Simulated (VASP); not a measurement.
# ZnS (Cm) in VASP: single point with r2SCAN

Aim: the single point of ZnS with r2SCAN.

Program: VASP 6.6.1. These are calculated values, not measurements. Logs are shortened: lines on timing, memory, paths and dates and some standing lists are left out, and cuts for length are marked.

**1. The cell of the first run**

Symmetry: Cm, No. 8, monoclinic system. The conventional cell has a = 6.593 Å, b = 3.807 Å, c = 6.246 Å, α = 90.00°, β = 90.00°, γ = 90.00°. Within 3.0 Å of Zn (site symmetry m) lie 4 S at 2.28 to 2.51 Å. Zn (site symmetry m) has 4 S at 2.33 to 2.34 Å within 3.1 Å. S (site symmetry m) has 4 Zn at 2.28 to 2.33 Å within 3.0 Å. S (site symmetry m) has 4 Zn at 2.28 to 2.51 Å within 3.0 Å.

**2. Single point, r2SCAN (atom 1 (Zn) moved -0.180 Å towards its neighbour atom 4 (S) at 2.334 Å)**

Contents of POSCAR:

```
ZnS
1.0
    3.8067217484      0.0000000000      0.0000000000
   -1.9033608742      3.2967177392      0.0000000000
    0.0000000000      0.0000000000      6.2457351519
Zn S
2 2
Direct
    0.3847475342      0.6923737671      0.0150880917
    0.6666666667      0.3333333333      0.5053880718
    0.3333333333      0.6666666667      0.3796119282
    0.6666666667      0.3333333333      0.8796119282
```

Contents of INCAR.step1:

```
PREC = Accurate ; ENCUT = 520
ISMEAR = 0 ; SIGMA = 0.05
LREAL = F ; LASPH = T
NELM = 80 ; NBANDS = 26
GGA = PE ; ALGO = Normal
EDIFF = 1E-4 ; LWAVE = T
LCHARG = F
```

Contents of INCAR.step2:

```
PREC = Accurate ; ENCUT = 520
EDIFF = 1E-7 ; ISMEAR = 0
SIGMA = 0.05 ; LREAL = F
LASPH = T ; NELM = 80
ALGO = Normal ; ISIF = 2
LWAVE = F ; LCHARG = F
METAGGA = R2SCAN ; LMIXTAU = T
NBANDS = 26 ; ISTART = 1
```

Contents of KPOINTS:

```
Automatic mesh
0
Gamma
  6 6 4
```

Potentials or basis: VASP PAW PBE potentials, release 64 (Zn, S).

The run is started by

```
cat potpaw_PBE.64/Zn/POTCAR potpaw_PBE.64/S/POTCAR > POTCAR
cp INCAR.step1 INCAR
mpirun -np 1 vasp_std > vasp.out
cp INCAR.step2 INCAR
mpirun -np 1 vasp_std > vasp.out
```

OUTCAR:

```text
PREC = Accurate
   ENCUT = 520
   EDIFF = 1E-7
   ISMEAR = 0
   LREAL = F
   LASPH = T
   NELM = 80
   ISIF = 2
   METAGGA = R2SCAN
   ISTART = 1

 ion  position               nearest neighbor table
   1  0.385  0.692  0.015-   4 2.28   4 2.28   3 2.28   4 2.51
   2  0.667  0.333  0.505-   3 2.33   3 2.33   3 2.33   4 2.34
   3  0.333  0.667  0.380-   1 2.28   2 2.33   2 2.33   2 2.33
   4  0.667  0.333  0.880-   1 2.28   1 2.28   2 2.34   1 2.51

  LATTYP: Found a hexagonal cell.
 ALAT       =     3.8067217484
 C/A-ratio  =     1.6407122886

  Lattice vectors:

 A1 = (   3.8067217484,   0.0000000000,   0.0000000000)
 A2 = (  -1.9033608742,   3.2967177392,   0.0000000000)
 A3 = (   0.0000000000,   0.0000000000,   6.2457351519)

Analysis of symmetry for initial positions (statically):
=====================================================================
 Subroutine PRICEL returns:
 Original cell was already a primitive cell.

 Routine SETGRP: Setting up the symmetry group for a
 hexagonal supercell.

 Subroutine GETGRP returns: Found  2 space group operations
 (whereof  2 operations were pure point group operations)
 out of a pool of 24 trial point group operations.

The static configuration has the point symmetry C_1h.

Analysis of symmetry for dynamics (positions and initial velocities):
=====================================================================
 Subroutine PRICEL returns:
 Original cell was already a primitive cell.

 Routine SETGRP: Setting up the symmetry group for a
 hexagonal supercell.

 Subroutine GETGRP returns: Found  2 space group operations
 (whereof  2 operations were pure point group operations)
 out of a pool of 24 trial point group operations.

The dynamic configuration has the point symmetry C_1h.

 Subroutine INISYM returns: Found  2 space group operations
 (whereof  2 operations are pure point group operations),
 and found     1 'primitive' translations

----------------------------------------------------------------------------------------

                                     Primitive cell

  volume of cell :      78.3820

  direct lattice vectors                    reciprocal lattice vectors
[... 80 lines left out ...]
   NGXF,Y,Z  is equivalent  to a cutoff of  24.46, 24.46, 25.55 a.u.
 SYSTEM =  unknown system
   PREC   = accura    normal or accurate (medium, high low for compatibility)
   ISTART =      1    job   : 0-new  1-cont  2-samecut
   ICHARG =      0    charge: 1-file 2-atom 10-const
   ISPIN  =      1    spin polarized calculation?
   LNONCOLLINEAR =      F non collinear calculations
   LSORBIT =      F    spin-orbit coupling
   LASPH  =      T    aspherical Exc in radial PAW
   ENCUT  =  520.0 eV  38.22 Ry    6.18 a.u.   7.08  7.08 11.61*2*pi/ulx,y,z
   NELM   =     80;   NELMIN=  2; NELMDL=  0     # of ELM steps
   EDIFF  = 0.1E-06   stopping-criterion for ELM
   LREAL  =      F    real-space projection
   EDIFFG = 0.1E-05   stopping-criterion for IOM
   NSW    =      0    number of steps for IOM
   IBRION =     -1    ionic relax: 0-MD 1-quasi-New 2-CG
   NFREE  =      0    steps in history (QN), initial steepest desc. (CG)
   ISIF   =      2    stress and relaxation
   ISYM   =      2    0-nonsym 1-usesym 2-fastsym
   POTIM  = 0.5000    time-step for ionic-motion
   TEBEG  =    0.0;   TEEND  =   0.0 temperature during run
   PSTRESS=    0.0 pullay stress
   NELECT =      36.0000    total number of electrons
   NUPDOWN=      -1.0000    fix difference up-down
   EMIN   =  10.00;   EMAX   =-10.00  energy-range for DOS
   EFERMI =   0.00;   METHOD = LEGACY
   ISMEAR =     0;   SIGMA  =   0.05  broadening in eV -4-tet -1-fermi 0-gaus
   EFERMI_NEDOS =   21; number of points for ismear=-14 and -15
   IALGO  =     38    algorithm
   IMIX   =      4    mixing-type and parameters
     AMIX     =   0.40;   BMIX     =  1.00
     AMIX_MAG =   1.60;   BMIX_MAG =  1.00
  volume/ion in A,a.u.               =      19.60       132.24
  Fermi-wavevector in a.u.,A,eV,Ry     =   1.263097  2.386908 21.706940  1.595415
  Thomas-Fermi vector in A             =   2.396472
   LORBIT       =      0    0 simple, 1 ext, 2 COOP (PROOUT), +10 PAW based schemes
   METAGGA = R2SCAN    functional components
   LHFCALC =     F    Hartree Fock is set to
   AEXX    =    0.0000 exact exchange contribution
   IVDW    =     0    specifies the selected vdW correction
   LEPSILON=     F    determine dielectric tensor
   LRPA    =     F    only Hartree local field effects (RPA)
 non-spin polarized calculation
 Gauss-broadening in eV      SIGMA  =   0.05
  energy-cutoff  :      520.00
  volume of cell :       78.38
 maximum number of plane-waves:      2130
   NGX = 15   NGY = 15   NGZ = 23

 number of electron      35.9999998 magnetization

 Free energy of the ion-electron system (eV)
  ---------------------------------------------------
  ext. energy  EPLUGINS =         0.00000000
  ---------------------------------------------------
  free energy    TOTEN  =       -37.64508856 eV

  energy without entropy =      -37.64508856  energy(sigma->0) =      -37.64508856

 E-fermi :   2.2388     XC(G=0): -10.3098

 val. band max:        1.9986714083   @ k =   0.0000   0.0000   0.0000
 cond. band min:       4.6929141979   @ k =   0.0000   0.0000   0.0000
 fundamental gap:      2.6942427895
 Fermi energy:         2.2388256894

 k-point     1 :       0.0000    0.0000    0.0000
  band No.  band energies     occupation
      1     -11.8633      2.00000
      2     -10.8600      2.00000
      3      -4.6882      2.00000
      4      -4.6748      2.00000
      5      -4.6183      2.00000
      6      -4.5306      2.00000
[... 685 lines left out ...]
     25      12.4266      0.00000
     26      13.2464      0.00000

 [... further k-points ...]
[... 5 lines left out ...]
  --------------------------------------------------------------------------------------
  -------------------------------------------------------------------------------------
  Total       -0.1812999      0.3382113      0.4800957     -0.4499099     -0.2112467     -0.3658849
  in kB       -3.7058829      6.9132505      9.8134560     -9.1964393     -4.3180138     -7.4789155
  external PRESSURE =       4.3402745 kB  Pullay stress =       0.0000000 kB

 VOLUME and BASIS-vectors are now :
 -----------------------------------------------------------------------------
  energy-cutoff  :      520.00
  volume of cell :       78.38
      direct lattice vectors                 reciprocal lattice vectors
     3.806721748  0.000000000  0.000000000     0.262693222  0.151666002  0.000000000
    -1.903360874  3.296717739  0.000000000     0.000000000  0.303332004  0.000000000
     0.000000000  0.000000000  6.245735152     0.000000000  0.000000000  0.160109255

 POSITION                                       TOTAL-FORCE (eV/Angst)
 -----------------------------------------------------------------------------------
      0.14679      2.28256      0.09424        -0.550918     -0.318073     -0.334412
      1.90336      1.09891      3.15652        -0.033930     -0.019589      0.122038
     -0.00000      2.19781      2.37096         0.034966      0.020188      0.239209
      1.90336      1.09891      5.49382         0.549882      0.317475     -0.026835
 -----------------------------------------------------------------------------------
    total drift:                                0.012877      0.007377      0.035625

  FREE ENERGIE OF THE ION-ELECTRON SYSTEM (eV)
  ---------------------------------------------------
  free  energy   TOTEN  =       -37.6450885589 eV

  energy  without entropy=      -37.6450885589  energy(sigma->0) =      -37.64508856
```

OUTCAR.step1:

```text
PREC = Accurate
   ENCUT = 520
   ISMEAR = 0
   LREAL = F
[... 925 lines left out ...]
      0.14679      2.28256      0.09424        -0.571475     -0.329941     -0.354190
      1.90336      1.09891      3.15652        -0.031743     -0.018327      0.121578
     -0.00000      2.19781      2.37096         0.031919      0.018429      0.255170
      1.90336      1.09891      5.49382         0.571299      0.329839     -0.022558
 -----------------------------------------------------------------------------------
    total drift:                               -0.000434     -0.000263     -0.002100

  FREE ENERGIE OF THE ION-ELECTRON SYSTEM (eV)
  ---------------------------------------------------
  free  energy   TOTEN  =       -13.5958991321 eV

  energy  without entropy=      -13.5958991321  energy(sigma->0) =      -13.59589913
```

Wall time 5 min (1 thread of Intel Xeon Platinum 8259CL at 2.50GHz (Skylake/Cascade Lake), shared host); peak memory 0.25 GiB.

What came out:

```
Free energy            : -37.6451 eV
Pressure               : 0.4 GPa
Largest force          : 0.719 eV/Å
Band gap on the k mesh : 2.69 eV
```

Forces in eV/Å, atoms in the order of the input:
```
Zn  -0.551 -0.318 -0.334
Zn  -0.034 -0.020  0.122
S    0.035  0.020  0.239
S    0.550  0.317 -0.027
```

Caveat: the cell differs from its parent crystal (atom 1 (Zn) moved -0.180 Å towards its neighbour atom 4 (S) at 2.334 Å); the PAW data sets were made with another functional, which shifts forces and pressure a little.
